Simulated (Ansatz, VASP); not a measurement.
Two plane-wave programs on Ba

File INCAR:

```
SYSTEM = Ba
PREC = Accurate
ENCUT = 500
EDIFF = 1E-6
ISMEAR = 0
SIGMA = 0.1
LREAL = .False.
LASPH = .True.
NELM = 120
ALGO = Normal
ISIF = 2
LWAVE = .False.
LCHARG = .False.
GGA = PS
NBANDS = 11
GGA_COMPAT = .False.
```

Contents of KPOINTS:

```
regular mesh
0
Gamma
  10 10 10
  0 0 0
```

POSCAR

```
Ba
1.0
    3.7706464240     -0.0286776924      0.0127717592
   -0.0286776924      3.8881779502      0.0286776924
    0.0127717592      0.0286776924      3.7706464240
Ba
1
Direct
    0.0000000000      0.0000000000      0.0000000000
```

Input for Ansatz:

```yaml
crystal:
  lattice:
    - [3.770646424, -0.0286776924, 0.0127717592]
    - [-0.0286776924, 3.8881779502, 0.0286776924]
    - [0.0127717592, 0.0286776924, 3.770646424]
  atoms:
    - { symbol: Ba, position: [0.0, 0.0, 0.0] }
basis:
  ecutwfc: 420
kpoints:
  mp_grid: { grid: [10, 10, 10] }
hamiltonian:
  xc: pbesol
scf:
  occupations: { method: gaussian, width: 0.1 }
output:
  forces: true
  stress: true
  eigenvalues: true
```

Alike in both runs: task single point; functional PBEsol; k mesh 10 × 10 × 10; occupations gaussian, width 0.1 eV; no spin polarisation.

|  | VASP | Ansatz |
| --- | --- | --- |
| version | VASP 6.6.1 | Ansatz 0.2.0 |
| potentials or method | VASP PAW PBE potentials, release 64 (Ba_sv), cutoff 500 eV | scalar-relativistic, plane waves, PAW |
| valence electrons in the cell | 10 | 10 |

VASP gave:

```
gap on the k mesh at the Fermi level (eV)                     : none
pressure (GPa)                                                : 0.3
traceless stress, the component that is largest in VASP (GPa) : -0.67
```

Estimate Ansatz's values.

gap on the k mesh at the Fermi level (eV): none; pressure (GPa): 0.0; traceless stress, the component that is largest in VASP (GPa): -0.63.

VASP's potentials were made for PBE, not for PBEsol. A gap of «none» marks a metal or a gap that the smearing closes. With one functional, cell and mesh, what is left measures potentials, basis and numerics.

Neither program's run includes spin-orbit coupling.
